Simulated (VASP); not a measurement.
# TePb (Fm-3m) in VASP: settings compared, part 2 of 2

VASP 6.6.1. The steps go on from the part before.

**4. Single point, PBEsol, non-collinear spin, zero start, spin-orbit coupling**

This run uses another cell than the first one, of 33.73 Å³/atom, 0.943 times its volume.

The input, INCAR:

```
SYSTEM = TePb
PREC = Accurate
ENCUT = 520
EDIFF = 1E-6
ISMEAR = -1
SIGMA = 0.05
LREAL = .False.
LASPH = .True.
NELM = 150
ALGO = Normal
ISIF = 2
LWAVE = .False.
LCHARG = .False.
LNONCOLLINEAR = .True.
MAGMOM = 0 0 0 0 0 0
LORBIT = 11
LSORBIT = .True.
GGA_COMPAT = .False.
LORBMOM = .True.
GGA = PS
NBANDS = 32
```

The input, KPOINTS:

```
Automatic mesh
0
Gamma
  7 7 7
  0 0 0
```

The input, POSCAR:

```
TePb
1.0
    0.0000000000      3.2310000000      3.2310000000
    3.2310000000      0.0000000000      3.2310000000
    3.2310000000      3.2310000000      0.0000000000
Pb Te
1 1
Direct
    0.0000000000      0.0000000000      0.0000000000
    0.5000000000      0.5000000000      0.5000000000
```

Potentials or basis: VASP PAW PBE potentials, release 64 (Pb_d, Te).

The run is started by

```console
$ cat potpaw_PBE.64/Pb_d/POTCAR potpaw_PBE.64/Te/POTCAR > POTCAR
$ mpirun -np 1 vasp_ncl > vasp.out
```

OUTCAR:

```text
SYSTEM = TePb
   PREC = Accurate
   ENCUT = 520
   EDIFF = 1E-6
   ISMEAR = -1
   LREAL = .False.
   LASPH = .True.
   NELM = 150
   ISIF = 2
   LNONCOLLINEAR = .True.
   LORBIT = 11
   LSORBIT = .True.
   GGA = PS

 ion  position               nearest neighbor table
   1  0.000  0.000  0.000-   2 3.23   2 3.23   2 3.23   2 3.23   2 3.23   2 3.23
   2  0.500  0.500  0.500-   1 3.23   1 3.23   1 3.23   1 3.23   1 3.23   1 3.23

  LATTYP: Found a face centered cubic cell.
 ALAT       =     6.4620000000

  Lattice vectors:

 A1 = (   0.0000000000,   3.2310000000,   3.2310000000)
 A2 = (   3.2310000000,   0.0000000000,   3.2310000000)
 A3 = (   3.2310000000,   3.2310000000,   0.0000000000)

Analysis of symmetry for initial positions (statically):
=====================================================================
 Subroutine PRICEL returns:
 Original cell was already a primitive cell.

 Routine SETGRP: Setting up the symmetry group for a
 face centered cubic supercell.

 Subroutine GETGRP returns: Found 48 space group operations
[... 9 lines left out ...]

 Routine SETGRP: Setting up the symmetry group for a
 face centered cubic supercell.

 Subroutine GETGRP returns: Found 48 space group operations
 (whereof 48 operations were pure point group operations)
 out of a pool of 48 trial point group operations.

The dynamic configuration has the point symmetry O_h .

Analysis of structural, dynamic, and magnetic symmetry:
=====================================================================
 Subroutine PRICEL returns:
 Original cell was already a primitive cell.

 Routine SETGRP: Setting up the symmetry group for a
 face centered cubic supercell.

 Subroutine GETGRP returns: Found 48 space group operations
 (whereof 48 operations were pure point group operations)
 out of a pool of 48 trial point group operations.

The overall configuration has the point symmetry O_h .

 Subroutine INISYM returns: Found 48 space group operations
[... 5 lines left out ...]
                                     Primitive cell

  volume of cell :      67.4592

  direct lattice vectors                    reciprocal lattice vectors
     0.000000000  3.231000000  3.231000000    -0.154750851  0.154750851  0.154750851
     3.231000000  0.000000000  3.231000000     0.154750851 -0.154750851  0.154750851
     3.231000000  3.231000000  0.000000000     0.154750851  0.154750851 -0.154750851

  length of vectors
     4.569324020  4.569324020  4.569324020     0.268036337  0.268036337  0.268036337

  position of ions in fractional coordinates (direct lattice)
     0.000000000  0.000000000  0.000000000
     0.500000000  0.500000000  0.500000000

  ion indices of the primitive-cell ions
   primitive index   ion index
                 1           1
                 2           2

----------------------------------------------------------------------------------------

 KPOINTS: Automatic mesh

Automatic generation of k-mesh.
 Grid dimensions read from file:
 generate k-points for:    7    7    7

[... 819 lines left out ...]

  FORCE on cell =-STRESS in cart. coord.  units (eV):
  Direction    XX          YY          ZZ          XY          YZ          ZX
  --------------------------------------------------------------------------------------
  -------------------------------------------------------------------------------------
  Total       -0.2265883     -0.2265883     -0.2265883     -0.0000000      0.0000000     -0.0000000
  in kB       -5.3815479     -5.3815479     -5.3815479     -0.0000000      0.0000000     -0.0000000
  external PRESSURE =      -5.3815479 kB  Pullay stress =       0.0000000 kB

 VOLUME and BASIS-vectors are now :
 -----------------------------------------------------------------------------
  energy-cutoff  :      520.00
  volume of cell :       67.46
      direct lattice vectors                 reciprocal lattice vectors
     0.000000000  3.231000000  3.231000000    -0.154750851  0.154750851  0.154750851
     3.231000000  0.000000000  3.231000000     0.154750851 -0.154750851  0.154750851
     3.231000000  3.231000000  0.000000000     0.154750851  0.154750851 -0.154750851

 POSITION                                       TOTAL-FORCE (eV/Angst)
 -----------------------------------------------------------------------------------
      0.00000      0.00000      0.00000        -0.000000      0.000000      0.000000
      3.23100      3.23100      3.23100         0.000000     -0.000000     -0.000000
 -----------------------------------------------------------------------------------
    total drift:                               -0.000000      0.000000      0.000000

  FREE ENERGIE OF THE ION-ELECTRON SYSTEM (eV)
  ---------------------------------------------------
  free  energy   TOTEN  =        -8.7940017944 eV

  energy  without entropy=       -8.7931142616  energy(sigma->0) =       -8.79355803

 orbital moment (x)

 # of ion     p       d       tot
 ----------------------------------------
  1         0.000  -0.000  -0.000
  2         0.000   0.000   0.000
 ----------------------------------------
            0.000  -0.000  -0.000

 orbital moment (y)

 # of ion     p       d       tot
 ----------------------------------------
  1         0.000   0.000   0.000
  2         0.000  -0.000  -0.000
 ----------------------------------------
            0.000   0.000   0.000

 orbital moment (z)

 # of ion     p       d       tot
 ----------------------------------------
  1         0.000   0.000   0.000
  2         0.000   0.000   0.000
 ----------------------------------------
            0.000   0.000   0.000

 Spin-Orbit-Coupling matrix elements

 Ion:    1  E_soc:     -0.9063529
 l=   1
     0.0000000    -0.0834997    -0.0834997
    -0.0834997     0.0000000    -0.0834997
    -0.0834997    -0.0834997     0.0000000
 l=   2
     0.0000000    -0.0135073     0.0000000    -0.0135073    -0.0540518
    -0.0135073     0.0000000    -0.0405388    -0.0135073    -0.0135129
     0.0000000    -0.0405388     0.0000000    -0.0405388     0.0000000
    -0.0135073    -0.0135073    -0.0405388     0.0000000    -0.0135129
    -0.0540518    -0.0135129     0.0000000    -0.0135129     0.0000000
 l=   3
     0.0000000     0.0000000     0.0000000     0.0000000     0.0000000     0.0000000     0.0000000
     0.0000000     0.0000000     0.0000000     0.0000000     0.0000000     0.0000000     0.0000000
     0.0000000     0.0000000     0.0000000     0.0000000     0.0000000     0.0000000     0.0000000
     0.0000000     0.0000000     0.0000000     0.0000000     0.0000000     0.0000000     0.0000000
     0.0000000     0.0000000     0.0000000     0.0000000     0.0000000     0.0000000     0.0000000
     0.0000000     0.0000000     0.0000000     0.0000000     0.0000000     0.0000000     0.0000000
     0.0000000     0.0000000     0.0000000     0.0000000     0.0000000     0.0000000     0.0000000

 Ion:    2  E_soc:     -0.2146027
 l=   1
     0.0000000    -0.0358055    -0.0358055
    -0.0358055     0.0000000    -0.0358055
    -0.0358055    -0.0358055     0.0000000
 l=   2
     0.0000000    -0.0000108     0.0000000    -0.0000108     0.0000492
    -0.0000108     0.0000000     0.0000369    -0.0000108     0.0000123
     0.0000000     0.0000369     0.0000000     0.0000369     0.0000000
    -0.0000108    -0.0000108     0.0000369     0.0000000     0.0000123
     0.0000492     0.0000123     0.0000000     0.0000123     0.0000000
 l=   3
     0.0000000     0.0000000     0.0000000     0.0000000     0.0000000     0.0000000     0.0000000
     0.0000000     0.0000000     0.0000000     0.0000000     0.0000000     0.0000000     0.0000000
     0.0000000     0.0000000     0.0000000     0.0000000     0.0000000     0.0000000     0.0000000
     0.0000000     0.0000000     0.0000000     0.0000000     0.0000000     0.0000000     0.0000000
     0.0000000     0.0000000     0.0000000     0.0000000     0.0000000     0.0000000     0.0000000
     0.0000000     0.0000000     0.0000000     0.0000000     0.0000000     0.0000000     0.0000000
     0.0000000     0.0000000     0.0000000     0.0000000     0.0000000     0.0000000     0.0000000

 total charge

# of ion       s       p       d       tot
------------------------------------------
    1        1.437   0.611   9.831  11.879
    2        1.381   1.971   0.019   3.371
--------------------------------------------------
tot          2.818   2.582   9.850  15.251

 magnetization (x)

# of ion       s       p       d       tot
------------------------------------------
    1       -0.000   0.000   0.000   0.000
    2       -0.000   0.000   0.000  -0.000
--------------------------------------------------
tot         -0.000   0.000   0.000   0.000

 magnetization (y)

# of ion       s       p       d       tot
------------------------------------------
    1        0.000   0.000   0.000   0.000
    2        0.000   0.000   0.000   0.000
--------------------------------------------------
tot          0.000   0.000   0.000   0.000

 magnetization (z)

# of ion       s       p       d       tot
------------------------------------------
    1       -0.000   0.000   0.000  -0.000
    2        0.000   0.000   0.000   0.000
--------------------------------------------------
tot         -0.000   0.000   0.000  -0.000
```

OSZICAR:

```text
N       E                     dE             d eps       ncg     rms          rms(c)
DAV:   1     0.192855416891E+03    0.19286E+03   -0.87194E+03  1280   0.122E+03
DAV:   2     0.100061924175E+02   -0.18285E+03   -0.17586E+03  1312   0.346E+02
DAV:   3    -0.808160218106E+01   -0.18088E+02   -0.17683E+02  1720   0.125E+02
DAV:   4    -0.884299730289E+01   -0.76140E+00   -0.76042E+00  1544   0.275E+01
DAV:   5    -0.888264264242E+01   -0.39645E-01   -0.39644E-01  1952   0.615E+00    0.404E+00
DAV:   6    -0.879583823337E+01    0.86804E-01   -0.17569E-01  1792   0.357E+00    0.258E+00
DAV:   7    -0.879331526198E+01    0.25230E-02   -0.50137E-02  1800   0.116E+00    0.149E+00
DAV:   8    -0.879391552685E+01   -0.60026E-03   -0.24791E-03  1752   0.395E-01    0.576E-01
DAV:   9    -0.879395616601E+01   -0.40639E-04   -0.11544E-03  1760   0.400E-01    0.890E-02
DAV:  10    -0.879399322136E+01   -0.37055E-04   -0.12945E-04  1616   0.103E-01    0.244E-02
DAV:  11    -0.879400129480E+01   -0.80734E-05   -0.17452E-05  1520   0.356E-02    0.887E-03
DAV:  12    -0.879400179444E+01   -0.49964E-06   -0.18267E-06  1416   0.152E-02
   1 F= -.87940018E+01 E0= -.87935580E+01  d E =-.887533E-03  mag=     0.0000     0.0000    -0.0000
```

stdout:

```text
POSCAR found type information on POSCAR PbTe
 POSCAR found :  2 types and       2 ions
 scaLAPACK will be used
 -----------------------------------------------------------------------------
|                                                                             |
|                                                                             |
|     You enforced a specific xc type in the INCAR file but a different       |
|     I HOPE YOU KNOW WHAT YOU ARE DOING!                                     |
|                                                                             |
 -----------------------------------------------------------------------------

 LDA part: xc-table for (Slater+PW92), standard interpolation
 POSCAR, INCAR and KPOINTS ok, starting setup
 FFT: planning ... GRIDC
 FFT: planning ... GRID_SOFT
 FFT: planning ... GRID
 WAVECAR not read
 entering main loop
```

It took 56 s on 1 thread of AMD EPYC 9R45 (Zen 5), shared host; peak memory 0.37 GiB.

What came out:

| Property | Result |
| --- | --- |
| Free energy | -8.7940 eV |
| Pressure | -0.5 GPa |
| Net moment | 0.00 μB per cell |
| Valence electrons inside the program's atomic spheres | Pb 11.88; Te 3.37 |

Moments on the atoms (μB; x, y, z):
```
Pb  0.00 0.00 0.00
Te  0.00 0.00 0.00
```

Caveat: the PAW data sets were made with another functional, which shifts forces and pressure a little.

**5. Single point, r2SCAN, non-collinear spin, zero start, spin-orbit coupling**

This run uses another cell than the first one, of 31.71 Å³/atom, 0.887 times its volume.

The input, POSCAR:

```
TePb
1.0
    0.0000000000      3.1650427173      3.1650427173
    3.1650427173      0.0000000000      3.1650427173
    3.1650427173      3.1650427173      0.0000000000
Pb Te
1 1
Direct
    0.0000000000      0.0000000000      0.0000000000
    0.5000000000      0.5000000000      0.5000000000
```

The input, INCAR.step1:

```
SYSTEM = TePb
PREC = Accurate ; ENCUT = 520
ISMEAR = -1 ; SIGMA = 0.05
LREAL = .FALSE. ; LASPH = .TRUE.
NELM = 150 ; MAGMOM = 0 0 0 0 0 0
LSORBIT = .TRUE. ; GGA_COMPAT = .FALSE.
NBANDS = 32 ; GGA = PE
ALGO = Normal ; EDIFF = 1E-4
LWAVE = .TRUE. ; LCHARG = .FALSE.
```

The input, INCAR.step2:

```
SYSTEM = TePb
PREC = Accurate ; ENCUT = 520
EDIFF = 1E-6 ; ISMEAR = -1
SIGMA = 0.05 ; LREAL = .FALSE.
LASPH = .TRUE. ; NELM = 150
ALGO = Normal ; ISIF = 2
LWAVE = .FALSE. ; LCHARG = .TRUE.
MAGMOM = 0 0 0 0 0 0 ; LORBIT = 11
LSORBIT = .TRUE. ; GGA_COMPAT = .FALSE.
LORBMOM = .TRUE. ; METAGGA = R2SCAN
LMIXTAU = .TRUE. ; LVHAR = .TRUE.
NBANDS = 32 ; ISTART = 1
```

The input, KPOINTS:

```
Automatic mesh
0
G
  7 7 7
  0 0 0
```

The run is started by

```console
$ cat potpaw_PBE.64/Pb_d/POTCAR potpaw_PBE.64/Te/POTCAR > POTCAR
$ cp INCAR.step1 INCAR
$ mpirun -np 1 vasp_ncl > vasp.out
$ cp INCAR.step2 INCAR
$ mpirun -np 1 vasp_ncl > vasp.out
```

It took 6.8 min on 1 thread of AMD EPYC 9R45 (Zen 5), shared host; peak memory 0.45 GiB.

Results (log left out):

```yaml
Free_energy: -83.1183 eV
Pressure: 4.7 GPa
Net_moment: 0.00 μB per cell
Valence_electrons_inside_the_program's_atomic_spheres: Pb 11.91; Te 3.46
```

Moments on the atoms (μB; x, y, z):
```
Pb  0.00 0.00 0.00
Te  0.00 0.00 0.00
```

Caveat: the PAW data sets were made with another functional, which shifts forces and pressure a little.

**6. The runs side by side**

| level | spin | cell | pressure (GPa) | moment (μB) |
| --- | --- | --- | --- | --- |
| RPBE+D3(BJ) | off | a = 4.659 Å, angles 60.0°, 2 atoms | -9.9 | - |
| revPBE+D4 | off | a = 4.659 Å, angles 60.0°, 2 atoms | 0.5 | - |
| PBEsol | non-collinear, zero start, SOC | a = 4.569 Å, angles 60.0°, 2 atoms | -0.5 | 0.00 |
| r2SCAN | non-collinear, zero start, SOC | a = 4.476 Å, angles 60.0°, 2 atoms | 4.7 | 0.00 |

Alike in all rows: task single point; potentials or basis VASP PAW PBE potentials, release 64 (Pb_d, Te); k mesh 7 × 7 × 7; cutoff (eV) 520; smearing fermi-dirac 0.05 eV.

Caveats: the PAW data sets were made with another functional, which shifts forces and pressure a little.

Total energies depend on the potentials used, so only differences within one code and one set of settings carry meaning.
